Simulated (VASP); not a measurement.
# TaRu2 (P-3m1) in VASP: a series of runs

Runs on TaRu2. Level: PBE. Tasks: single point, relaxation of cell and atoms.

Everything below comes from runs of VASP 6.6.1. Logs are shortened: lines on timing, memory, paths and dates and some standing lists are left out, and cuts for length are marked.

## Step 1: The cell of the first run

The structure is trigonal, space group P-3m1 (No. 164). Conventional cell: a = 3.040 Å, b = 3.040 Å, c = 5.075 Å, α = 90.00°, β = 90.00°, γ = 120.00°. Ta (site symmetry -3m) has 6 Ru at 2.17 Å within 2.9 Å. Ru (site symmetry 3m) has 3 Ta at 2.17 Å within 2.9 Å.

The cell was built from a structure type or drawn by symmetry, and may not be a known phase.

## Step 2: Single point, PBE

File INCAR:

```
ALGO = Fast
EDIFF = 1E-7
ENCUT = 520
GGA = PE
ISIF = 2
ISMEAR = 0
LASPH = True
LCHARG = True
LELF = True
LREAL = False
LVHAR = True
LWAVE = False
NBANDS = 26
NELM = 60
PREC = Accurate
SIGMA = 0.1
```

File KPOINTS:

```
k-points
0
Gamma
  6 6 4
```

File POSCAR:

```
TaRu2
1.0
    3.0403415200      0.0000000000      0.0000000000
   -1.5201707600      2.6330129900      0.0000000000
    0.0000000000      0.0000000000      5.0746606300
Ta Ru
1 2
Direct
    0.0000000000      0.0000000000      0.0000000000
    0.3333333300      0.6666666700      0.2500000000
    0.6666666700      0.3333333300      0.7500000000
```

Potentials or basis: VASP PAW PBE potentials, release 64 (Ta_pv, Ru_pv).

Launch:

```bash
> cat potpaw_PBE.64/Ta_pv/POTCAR potpaw_PBE.64/Ru_pv/POTCAR > POTCAR
> mpirun -np 1 vasp_std > vasp.out
```

OUTCAR:

```text
EDIFF = 1E-7
   ENCUT = 520
   GGA = PE
   ISIF = 2
   ISMEAR = 0
   LASPH = True
   LREAL = False
   NELM = 60
   PREC = Accurate

 ion  position               nearest neighbor table
   1  0.000  0.000  0.000-   2 2.17   3 2.17   2 2.17   3 2.17   3 2.17   2 2.17
   2  0.333  0.667  0.250-   1 2.17   1 2.17   1 2.17   3 3.09   3 3.09   3 3.09   3 3.09   3 3.09
                             3 3.09
   3  0.667  0.333  0.750-   1 2.17   1 2.17   1 2.17   2 3.09   2 3.09   2 3.09   2 3.09   2 3.09
                             2 3.09

  LATTYP: Found a hexagonal cell.
 ALAT       =     3.0403415200
 C/A-ratio  =     1.6691087487

  Lattice vectors:

 A1 = (   3.0403415200,   0.0000000000,   0.0000000000)
 A2 = (  -1.5201707600,   2.6330129900,   0.0000000000)
 A3 = (   0.0000000000,   0.0000000000,   5.0746606300)

Analysis of symmetry for initial positions (statically):
=====================================================================
 Subroutine PRICEL returns:
 Original cell was already a primitive cell.

 Routine SETGRP: Setting up the symmetry group for a
 hexagonal supercell.

 Subroutine GETGRP returns: Found 12 space group operations
 (whereof 12 operations were pure point group operations)
 out of a pool of 24 trial point group operations.

The static configuration has the point symmetry D_3d.

Analysis of symmetry for dynamics (positions and initial velocities):
=====================================================================
 Subroutine PRICEL returns:
 Original cell was already a primitive cell.

 Routine SETGRP: Setting up the symmetry group for a
 hexagonal supercell.

 Subroutine GETGRP returns: Found 12 space group operations
 (whereof 12 operations were pure point group operations)
 out of a pool of 24 trial point group operations.

The dynamic configuration has the point symmetry D_3d.

 Subroutine INISYM returns: Found 12 space group operations
 (whereof 12 operations are pure point group operations),
 and found     1 'primitive' translations

----------------------------------------------------------------------------------------

                                     Primitive cell

  volume of cell :      40.6240

  direct lattice vectors                    reciprocal lattice vectors
     3.040341520  0.000000000  0.000000000     0.328910418  0.189896519  0.000000000
    -1.520170760  2.633012990  0.000000000     0.000000000  0.379793037  0.000000000
     0.000000000  0.000000000  5.074660630     0.000000000  0.000000000  0.197057512

  length of vectors
     3.040341520  3.040341518  5.074660630     0.379793037  0.379793037  0.197057512

  position of ions in fractional coordinates (direct lattice)
     0.000000000  0.000000000  0.000000000
     0.333333330  0.666666670  0.250000000
     0.666666670  0.333333330  0.750000000

  ion indices of the primitive-cell ions
   primitive index   ion index
                 1           1
                 2           2
                 3           3

----------------------------------------------------------------------------------------

 KPOINTS: k-points

Automatic generation of k-mesh.
 Grid dimensions read from file:
 generate k-points for:    6    6    4

 Generating k-lattice:

  Cartesian coordinates                     Fractional coordinates (reciprocal lattice)
     0.054818403  0.031649420  0.000000000     0.166666667  0.000000000  0.000000000
     0.000000000  0.063298840  0.000000000     0.000000000  0.166666667  0.000000000
     0.000000000  0.000000000  0.049264378     0.000000000  0.000000000  0.250000000

  Length of vectors
     0.063298839  0.063298840  0.049264378

  Shift w.r.t. Gamma in fractional coordinates (k-lattice)
     0.000000000  0.000000000  0.000000000

 Subroutine IBZKPT returns following result:
 ===========================================

 Found     24 irreducible k-points:

 Following reciprocal coordinates:
            Coordinates               Weight
  0.000000  0.000000  0.000000      1.000000
  0.166667  0.000000  0.000000      6.000000
  0.333333  0.000000  0.000000      6.000000
  0.500000  0.000000  0.000000      3.000000
  0.166667  0.166667  0.000000      6.000000
  0.333333  0.166667  0.000000     12.000000
[... 16 lines left out ...]
  0.333333  0.166667  0.500000     12.000000
  0.333333  0.333333  0.500000      2.000000
   k-points           NKPTS =     24   k-points in BZ     NKDIM =     24   number of bands    NBANDS=     26
   number of dos      NEDOS =    301   number of ions     NIONS =      3
   total plane-waves  NPLWV =  23040
   dimension x,y,z NGX =    24 NGY =   24 NGZ =   40
   dimension x,y,z NGXF=    48 NGYF=   48 NGZF=   80
   ions per type =               1   2
   NGX,Y,Z   is equivalent  to a cutoff of  13.12, 13.12, 13.10 a.u.
   NGXF,Y,Z  is equivalent  to a cutoff of  26.25, 26.25, 26.21 a.u.
 SYSTEM =  unknown system
   PREC   = accura    normal or accurate (medium, high low for compatibility)
[... 61 lines left out ...]
 cond. band min:      11.1509147946   @ k =   0.3333   0.1667   0.5000
 fundamental gap:      0.0647897380
 Fermi energy:        11.1474867945

 k-point     1 :       0.0000    0.0000    0.0000
  band No.  band energies     occupation
      1     -31.5182      2.00000
      2     -31.4374      2.00000
      3     -31.3482      2.00000
      4     -31.3482      2.00000
      5     -31.2897      2.00000
      6     -31.2897      2.00000
[... 18 lines left out ...]
     25      18.6622      0.00000
     26      19.3367      0.00000

 k-point     2 :       0.1667    0.0000    0.0000
  band No.  band energies     occupation
      1     -31.6474      2.00000
      2     -31.4951      2.00000
      3     -31.4255      2.00000
      4     -31.3699      2.00000
      5     -31.3005      2.00000
      6     -31.2759      2.00000
[... 18 lines left out ...]
     25      18.4733      0.00000
     26      18.9883      0.00000

 k-point     3 :       0.3333    0.0000    0.0000
  band No.  band energies     occupation
      1     -31.8288      2.00000
      2     -31.6532      2.00000
      3     -31.5384      2.00000
      4     -31.3877      2.00000
      5     -31.3786      2.00000
      6     -31.2886      2.00000
[... 18 lines left out ...]
     25      17.7930      0.00000
     26      18.3631      0.00000

 k-point     4 :       0.5000    0.0000    0.0000
  band No.  band energies     occupation
      1     -31.9134      2.00000
      2     -31.7124      2.00000
      3     -31.5889      2.00000
      4     -31.4568      2.00000
      5     -31.3817      2.00000
      6     -31.3001      2.00000
[... 18 lines left out ...]
     25      17.2346      0.00000
     26      17.7155      0.00000

 k-point     5 :       0.1667    0.1667    0.0000
  band No.  band energies     occupation
      1     -31.7459      2.00000
      2     -31.6710      2.00000
      3     -31.4947      2.00000
      4     -31.3558      2.00000
      5     -31.3412      2.00000
      6     -31.3290      2.00000
[... 18 lines left out ...]
     25      18.0368      0.00000
     26      18.5113      0.00000

 k-point     6 :       0.3333    0.1667    0.0000
  band No.  band energies     occupation
      1     -31.8522      2.00000
      2     -31.7252      2.00000
      3     -31.6273      2.00000
      4     -31.4286      2.00000
      5     -31.3655      2.00000
      6     -31.3616      2.00000
[... 427 lines left out ...]
 k-point    21 :       0.5000    0.0000    0.5000
  band No.  band energies     occupation
      1     -31.9655      2.00000
      2     -31.6368      2.00000
      3     -31.5647      2.00000
      4     -31.4738      2.00000
      5     -31.3873      2.00000
      6     -31.3261      2.00000
[... 18 lines left out ...]
     25      17.6705      0.00000
     26      18.3108      0.00000

 k-point    22 :       0.1667    0.1667    0.5000
  band No.  band energies     occupation
      1     -31.6764      2.00000
      2     -31.6638      2.00000
      3     -31.5575      2.00000
      4     -31.3663      2.00000
      5     -31.3643      2.00000
      6     -31.3136      2.00000
[... 18 lines left out ...]
     25      17.1070      0.00000
     26      17.7472      0.00000

 k-point    23 :       0.3333    0.1667    0.5000
  band No.  band energies     occupation
      1     -31.8906      2.00000
      2     -31.7232      2.00000
      3     -31.6472      2.00000
      4     -31.3882      2.00000
      5     -31.3685      2.00000
      6     -31.3381      2.00000
[... 18 lines left out ...]
     25      16.3665      0.00000
     26      18.0138      0.00000

 k-point    24 :       0.3333    0.3333    0.5000
  band No.  band energies     occupation
      1     -31.8385      2.00000
      2     -31.8385      2.00000
      3     -31.7458      2.00000
      4     -31.3634      2.00000
      5     -31.3634      2.00000
      6     -31.3433      2.00000
[... 18 lines left out ...]
     25      18.1085      0.00000
     26      19.4374      0.00000

------------------------ aborting loop because EDIFF is reached ----------------------------------------

  FORCE on cell =-STRESS in cart. coord.  units (eV):
  Direction    XX          YY          ZZ          XY          YZ          ZX
  --------------------------------------------------------------------------------------
  -------------------------------------------------------------------------------------
  Total       33.9671948     33.9671947     41.1522266      0.0000000      0.0000000      0.0000000
  in kB     1339.6393248   1339.6393222   1623.0113058      0.0000000      0.0000000      0.0000000
  external PRESSURE =    1434.0966509 kB  Pullay stress =       0.0000000 kB

 VOLUME and BASIS-vectors are now :
 -----------------------------------------------------------------------------
  energy-cutoff  :      520.00
  volume of cell :       40.62
      direct lattice vectors                 reciprocal lattice vectors
     3.040341520  0.000000000  0.000000000     0.328910418  0.189896519  0.000000000
    -1.520170760  2.633012990  0.000000000     0.000000000  0.379793037  0.000000000
     0.000000000  0.000000000  5.074660630     0.000000000  0.000000000  0.197057512

 POSITION                                       TOTAL-FORCE (eV/Angst)
 -----------------------------------------------------------------------------------
      0.00000      0.00000      0.00000         0.000000      0.000000      0.000000
     -0.00000      1.75534      1.26867        -0.000000      0.000000     16.999732
      1.52017      0.87767      3.80600        -0.000000     -0.000000    -16.999732
 -----------------------------------------------------------------------------------
    total drift:                                0.000000      0.000000     -0.000000

  FREE ENERGIE OF THE ION-ELECTRON SYSTEM (eV)
  ---------------------------------------------------
  free  energy   TOTEN  =       -20.6218373304 eV

  energy  without entropy=      -20.6097643334  energy(sigma->0) =      -20.61580083
```

Run time: 30 s. Hardware: 1 thread of Intel Xeon 8259CL, shared host; peak memory 0.17 GiB.

What came out:

```yaml
Free_energy: -20.6218 eV
Pressure: 143.4 GPa
Largest_force: 17.000 eV/Å
Band_gap_on_the_k_mesh: zero (an odd number of electrons rules out a gap without spin polarisation)
```

Forces on the atoms (eV/Å):
```
Ta    0.000   0.000   0.000
Ru    0.000   0.000  17.000
Ru    0.000   0.000 -17.000
```

Levels at points of the mesh, in eV from the Fermi level:
| k point | band 17 | band 18 | band 19 | band 20 | band 21 | band 22 | band 23 | band 24 |
| --- | --- | --- | --- | --- | --- | --- | --- | --- |
| (0.00, 0.00, 0.00) | -2.17 | -2.17 | -0.63 | 0.04 | 0.04 | 5.08 | 5.53 | 5.53 |
| (0.50, 0.00, 0.00) | -1.68 | -1.22 | -0.07 | 0.03 | 0.58 | 2.58 | 3.70 | 5.37 |
| (0.00, 0.00, 0.50) | -2.73 | -1.92 | -1.92 | -0.68 | -0.68 | 5.14 | 5.29 | 5.29 |
| (0.50, 0.00, 0.50) | -1.14 | -0.98 | -0.24 | -0.18 | 0.27 | 2.30 | 2.38 | 4.47 |

Caveat: the k points lie up to 0.40 Å⁻¹ apart, too coarse for converged energies and pressures of a metal; spin-orbit coupling is left out, which moves the levels of the heavy elements; forces of over 1 eV/Å act on the atoms, so gaps and moduli don't describe the material at rest.

## Step 3: Single point, PBE

This run uses another cell than the first one, of 16.09 Å³/atom.

File INCAR:

```
PREC = Accurate ; ENCUT = 520
EDIFF = 1E-6 ; ISMEAR = 0
SIGMA = 0.1 ; LREAL = False
LASPH = True ; NELM = 80
ALGO = Normal ; ISIF = 2
LWAVE = False ; LCHARG = True
GGA = PE ; LELF = True
LVHAR = True ; NBANDS = 26
```

File KPOINTS:

```
regular mesh
0
Gamma
  6 6 4
```

File POSCAR:

```
TaRu2
1.0
    2.9929444129      0.0000000000      0.0000000000
   -1.4964722064      2.5919658937      0.0000000000
    0.0000000000      0.0000000000      6.2230903644
Ta Ru
1 2
Direct
    0.0000000000      0.0000000000      0.0000000000
    0.3333333333      0.6666666667      0.3160138529
    0.6666666667      0.3333333333      0.6839861471
```

Potentials or basis: VASP PAW PBE potentials, release 64 (Ta_pv, Ru_pv).

Launch:

```bash
> cat potpaw_PBE.64/Ta_pv/POTCAR potpaw_PBE.64/Ru_pv/POTCAR > POTCAR
> mpirun -np 1 vasp_std > vasp.out
```

It took 33 s on 1 thread of Intel Xeon 8259CL, shared host; peak memory 0.18 GiB.

Results (log left out):

* Free energy: -29.7097 eV
* Pressure: 0.2 GPa
* Largest force: 0.070 eV/Å
* Band gap on the k mesh: zero (an odd number of electrons rules out a gap without spin polarisation)

Forces in eV/Å, atoms in the order of the input:
```
Ta   0.000  0.000  0.000
Ru   0.000  0.000  0.070
Ru   0.000  0.000 -0.070
```

Stress tensor (GPa, compression positive):
```
0.11 0.00 0.00
0.00 0.11 0.00
0.00 0.00 0.47
```

Levels at points of the mesh, in eV from the Fermi level:
| k point | band 16 | band 17 | band 18 | band 19 | band 20 | band 21 | band 22 | band 23 |
| --- | --- | --- | --- | --- | --- | --- | --- | --- |
| (0.00, 0.00, 0.00) | -1.90 | -1.74 | -1.74 | -1.22 | 0.02 | 0.09 | 0.09 | 1.57 |
| (0.50, 0.00, 0.00) | -1.71 | -1.68 | -1.29 | 0.02 | 0.76 | 0.85 | 2.41 | 3.09 |
| (0.00, 0.00, 0.50) | -1.85 | -1.85 | -1.70 | -1.70 | -0.62 | -0.62 | 0.60 | 1.77 |
| (0.50, 0.00, 0.50) | -0.67 | -0.50 | -0.14 | 0.50 | 0.73 | 0.91 | 1.11 | 2.31 |

Caveat: the k points lie up to 0.40 Å⁻¹ apart, too coarse for converged energies and pressures of a metal; spin-orbit coupling is left out, which moves the levels of the heavy elements.

## Step 4: Relaxation of cell and atoms, PBE

File INCAR:

```
PREC = Accurate ; ENCUT = 600
EDIFF = 1E-7 ; ISMEAR = 0
SIGMA = 0.1 ; LREAL = F
LASPH = T ; NELM = 80
ALGO = Normal ; ISIF = 3
LWAVE = F ; LCHARG = F
GGA = PE ; IBRION = 2
NSW = 90 ; EDIFFG = -0.04
```

File KPOINTS:

```
Automatic mesh
0
Gamma
  6 6 4
```

File POSCAR:

```
TaRu2
1.0
    3.0403415200      0.0000000000      0.0000000000
   -1.5201707600      2.6330129900      0.0000000000
    0.0000000000      0.0000000000      5.0746606300
Ta Ru
1 2
Direct
    0.0000000000      0.0000000000      0.0000000000
    0.3333333300      0.6666666700      0.2500000000
    0.6666666700      0.3333333300      0.7500000000
```

Launch:

```bash
> cat potpaw_PBE.64/Ta_pv/POTCAR potpaw_PBE.64/Ru_pv/POTCAR > POTCAR
> mpirun -np 1 vasp_std > vasp.out
```

It took 15 min on 1 thread of Intel Xeon 8259CL, shared host; peak memory 0.19 GiB.

Results (log left out):

* Free energy: -29.9140 eV
* Relaxed volume: 15.36 Å³/atom
* Relaxed cell: a = 2.788 Å, b = 2.788 Å, c = 6.847 Å, α = 90.00°, β = 90.00°, γ = 120.00°
* Space group after relaxing (to 0.1 Å): P-3m1 (No. 164)
* Pressure after relaxing: -0.1 GPa
* Largest force after relaxing: 0.010 eV/Å
* Band gap on the k mesh: zero (an odd number of electrons rules out a gap without spin polarisation)

Forces in eV/Å, atoms in the order of the input:
```
Ta   0.000  0.000  0.000
Ru   0.000  0.000 -0.010
Ru   0.000  0.000  0.010
```

Stress tensor (GPa, compression positive):
```
-0.26  0.00  0.00
 0.00 -0.26  0.00
 0.00  0.00  0.33
```

Final structure:
```
Ta Ru
1.0
     2.78779    0.00000    0.00000
    -1.39390    2.41430    0.00000
     0.00000    0.00000    6.84740
Ta Ru
1 2
Direct
  0.00000 0.00000 0.00000
  0.33333 0.66667 0.34493
  0.66667 0.33333 0.65507
```

Levels at points of the mesh, in eV from the Fermi level:
| k point | band 16 | band 17 | band 18 | band 19 | band 20 | band 21 | band 22 | band 23 |
| --- | --- | --- | --- | --- | --- | --- | --- | --- |
| (0.00, 0.00, 0.00) | -2.11 | -1.63 | -1.56 | -0.59 | -0.59 | -0.35 | 1.35 | 1.35 |
| (0.50, 0.00, 0.00) | -1.82 | -1.32 | -0.73 | -0.11 | 1.44 | 1.64 | 3.13 | 3.57 |
| (0.00, 0.00, 0.50) | -2.01 | -2.01 | -1.54 | -0.25 | -0.25 | 0.11 | 0.11 | 1.12 |
| (0.50, 0.00, 0.50) | -1.68 | -0.58 | 0.52 | 0.56 | 1.11 | 1.44 | 1.67 | 2.89 |

Caveat: the k points lie up to 0.43 Å⁻¹ apart in the final cell, too coarse for converged energies and pressures of a metal; a cell axis changed by over 15 % at a fixed basis, so the end point is rough; spin-orbit coupling is left out, which moves the levels of the heavy elements.

## Step 5: Single point, PBE

This run uses another cell than the first one, of 15.35 Å³/atom.

File INCAR:

```
ALGO = Fast
EDIFF = 1E-6
ENCUT = 520
GGA = PE
ISIF = 2
ISMEAR = 0
LASPH = T
LCHARG = F
LREAL = F
LWAVE = F
NBANDS = 26
NELM = 60
PREC = Accurate
SIGMA = 0.1
```

File KPOINTS:

```
k-points
0
Gamma
  18 18 8
```

File POSCAR:

```
TaRu2
1.0
    2.7941248209      0.0000000000      0.0000000000
   -1.3970624104      2.4197830763      0.0000000000
    0.0000000000      0.0000000000      6.8126003134
Ta Ru
1 2
Direct
    0.0000000000      0.0000000000      0.0000000000
    0.3333333333      0.6666666667      0.3423570469
    0.6666666667      0.3333333333      0.6576429531
```

Launch:

```bash
> cat potpaw_PBE.64/Ta_pv/POTCAR potpaw_PBE.64/Ru_pv/POTCAR > POTCAR
> mpirun -np 1 vasp_std > vasp.out
```

Run time: 9 min. Hardware: 1 thread of Intel Xeon 8259CL, shared host; peak memory 0.4 GiB.

The run converged. Its results:

```
Free energy            : -29.9691 eV
Pressure               : 0.1 GPa
Largest force          : 0.011 eV/Å
Band gap on the k mesh : zero (an odd number of electrons rules out a gap without spin polarisation)
```

Forces on the atoms (eV/Å):
```
Ta   0.000  0.000  0.000
Ru   0.000  0.000  0.011
Ru   0.000  0.000 -0.011
```

Stress tensor (GPa, compression positive):
```
0.07 0.00 0.00
0.00 0.07 0.00
0.00 0.00 0.16
```

Levels at points of the mesh, in eV from the Fermi level:
```csv
k point,band 17,band 18,band 19,band 20,band 21,band 22
"(0.00, 0.00, 0.00)",-1.60,-1.44,-0.62,-0.62,-0.28,0.82
"(0.50, 0.00, 0.00)",-1.33,-0.68,-0.19,1.47,1.65,3.15
"(0.00, 0.00, 0.50)",-1.94,-1.41,-0.23,-0.23,0.02,0.02
"(0.50, 0.00, 0.50)",-0.55,0.53,0.56,1.11,1.46,1.68
```

Caveat: spin-orbit coupling is left out, which moves the levels of the heavy elements.

## Step 6: The runs side by side

```tsv
task	cell	k mesh	cutoff (eV)	gap on the mesh (eV)	pressure (GPa)	largest force (eV/Å)
single point	a = 3.040, b = 3.040, c = 5.075 Å, angles 90.0, 90.0, 120.0°, 3 atoms, atomic positions A	6 × 6 × 4	520	none	143.4	17.00
single point	a = 2.993, b = 2.993, c = 6.223 Å, angles 90.0, 90.0, 120.0°, 3 atoms, atomic positions B	6 × 6 × 4	520	none	0.2	0.07
relaxation of cell and atoms	relaxed from a = 3.040, b = 3.040, c = 5.075 Å, angles 90.0, 90.0, 120.0°, 3 atoms, atomic positions A	6 × 6 × 4	600	none	-0.1	0.01
single point	a = 2.794, b = 2.794, c = 6.813 Å, angles 90.0, 90.0, 120.0°, 3 atoms, atomic positions C	18 × 18 × 8	520	none	0.1	0.01
```

Alike in all rows: level PBE; potentials or basis VASP PAW PBE potentials, release 64 (Ta_pv, Ru_pv); no spin polarisation; smearing gaussian 0.1 eV.

Caveats: some runs use coarse meshes; spin-orbit coupling is left out, which moves the levels of the heavy elements; forces of over 1 eV/Å act on the atoms, so gaps and moduli don't describe the material at rest (at least some runs); a cell axis changed by over 15 % at a fixed basis, so the end point is rough (at least some runs).

Total energies depend on the potentials used, so only differences within one code and one set of settings carry meaning.
